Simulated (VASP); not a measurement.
Wanted: the native input for a VASP 6.6.1 run.

* Task: relaxation of the atoms
* Functional: PBEsol
* Potentials or basis: VASP PAW PBE potentials, release 64 (Si, C)
* Cutoff: 520 eV
* k mesh: 10 × 10 × 10
* Occupations: gaussian, width 0.02 eV
* Spin: no spin polarisation
* Dipole correction: no
* Further INCAR settings: ALGO = Normal; EDIFF = 1e-07; IBRION = 2; EDIFFG = -0.002; NSW = 60

The structure of SiC lies in POSCAR:

```
SiC
1.0
   -0.0062500680      2.1939644051      2.2002144731
    2.1939644051     -0.0062500680      2.2002144731
    2.1877143371      2.1877143371      0.0000000000
Si C
1 1
Direct
   -0.0007538499     -0.0007538499      0.0007538499
    0.2507538499      0.2507538499      0.2492461501
```

This cell differs from its parent crystal: strained cell.

These files were run (other wordings do the same):

INCAR

```
  PREC = Accurate
  ENCUT = 520
  EDIFF = 1E-7
  ISMEAR = 0
  SIGMA = 0.02
  LREAL = False
  LASPH = True
  NELM = 120
  ALGO = Normal
  ISIF = 2
  LWAVE = False
  LCHARG = False
  GGA = PS
  IBRION = 2
  NSW = 60
  EDIFFG = -0.002
  GGA_COMPAT = False
  NELMIN = 4
```

KPOINTS

```
Automatic mesh
0
Gamma
  10 10 10
```

Potentials or basis: VASP PAW PBE potentials, release 64 (Si, C).

Run with:

```console
$ cat potpaw_PBE.64/Si/POTCAR potpaw_PBE.64/C/POTCAR > POTCAR
$ mpirun -np 1 vasp_std > vasp.out
```

Results of the run:

The energy gained by relaxing is 0.1 meV/atom and the ionic steps are 3. The pressure after relaxing is -4.8 GPa and the band gap on the k mesh is 1.21 eV (least direct gap 4.36 eV).

Caveat: the cell differs from its parent crystal (strained cell); the PAW data sets were made with another functional, which shifts forces and pressure a little.

It took 66 s on 1 thread of Oxide Virtual Turin-like Processor, with other jobs on the host, peak memory 0.12 GiB.
